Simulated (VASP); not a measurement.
A run of VASP 6.6.1 is set up as follows.

The input INCAR:

```
PREC     = Accurate       # precision mode
ENCUT    = 520            # plane-wave cutoff, eV
EDIFF    = 1E-6           # SCF threshold, eV
ISMEAR   = 0              # smearing method
SIGMA    = 0.1            # smearing width, eV
LREAL    = False          # projectors in reciprocal space
LASPH    = True           # aspherical terms in the spheres
NELM     = 100            # most SCF steps
ALGO     = Normal         # electronic algorithm
ISIF     = 2              # what is computed and relaxed
LWAVE    = False          # write WAVECAR
LCHARG   = False          # write CHGCAR
GGA      = PE             # functional
NBANDS   = 50             # bands
```

File KPOINTS:

```
Automatic mesh
0
Gamma
  4 4 4
```

The input POSCAR:

```
TaCl3F
1.0
   -0.0352030701     -6.7701017607      0.0953303668
   -6.6802926055     -3.4192522625      0.1531100784
   -0.5030999317     -3.2949462500     -6.5990320907
Ta Cl F
2 6 2
Direct
    0.2145779169      0.0029883501      0.0045282334
    0.7774469390      0.0031782394      0.0050423976
    0.0125054543      0.2179204937      0.2640885933
    0.5128915222      0.2240864754      0.2593831819
    0.0189833197      0.7757779128      0.1999944331
    0.9746610034      0.2289356031      0.8079412669
    0.4886610304      0.1846431633      0.8226081669
    0.5304266699      0.7962502402      0.1572322669
    0.4078594960      0.8229074554      0.7971040008
    0.9639866483      0.8273120668      0.7940774591
```

Potentials or basis: VASP PAW PBE potentials, release 64 (Ta_pv, Cl, F).

Command:

```bash
$ cat potpaw_PBE.64/Ta_pv/POTCAR potpaw_PBE.64/Cl/POTCAR potpaw_PBE.64/F/POTCAR > POTCAR
$ mpirun -np 1 vasp_std > vasp.out
```

(1) Predict the largest force.

(2) What does it give for the pressure?

(3) Estimate the band gap on the k mesh.

Results:

(1) 0.242 eV/Å.

(2) 0.1 GPa.

(3) 1.63 eV (least direct gap 1.64 eV).

Caveat: spin-orbit coupling is left out, which moves the levels of the heavy elements.
